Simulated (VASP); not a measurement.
Input of a VASP 6.6.1 run:

INCAR

```
PREC = Accurate ; ENCUT = 520
EDIFF = 1E-7 ; ISMEAR = 0
SIGMA = 0.1 ; LREAL = False
LASPH = True ; NELM = 150
ALGO = Normal ; ISIF = 2
LWAVE = False ; LCHARG = False
ISPIN = 2 ; MAGMOM = 4 0 0 0 0
LORBIT = 11 ; LMAXMIX = 4
GGA = PE ; NBANDS = 32
```

The input KPOINTS:

```
Automatic mesh
0
Gamma
  4 4 4
```

POSCAR

```
MnPtS3
1.0
    4.7785870300      0.0000000000      0.0000000000
    0.0000000000      4.7785870300      0.0000000000
    0.0000000000      0.0000000000      4.7785870300
Mn Pt S
1 1 3
Direct
    0.0000000000      0.0000000000      0.0000000000
    0.5000000000      0.5000000000      0.5000000000
    0.0000000000      0.5000000000      0.5000000000
    0.5000000000      0.0000000000      0.5000000000
    0.5000000000      0.5000000000      0.0000000000
```

Potentials or basis: VASP PAW PBE potentials, release 64 (Mn_pv, Pt, S).

Launch:

```console
$ cat potpaw_PBE.64/Mn_pv/POTCAR potpaw_PBE.64/Pt/POTCAR potpaw_PBE.64/S/POTCAR > POTCAR
$ mpirun -np 1 vasp_std > vasp.out
```

Problem. What does it give for the site moments?

Solution. Mn +4.50; Pt -0.24; S -0.15 μB.

Problem. What does it give for the net moment?

Solution. 3.91 μB per cell.

Problem. What does it give for the pressure?

Solution. -3.1 GPa.

Caveat: the cell stands under tension; a cell with one magnetic atom can't hold antiferromagnetic order, which such compounds often take.
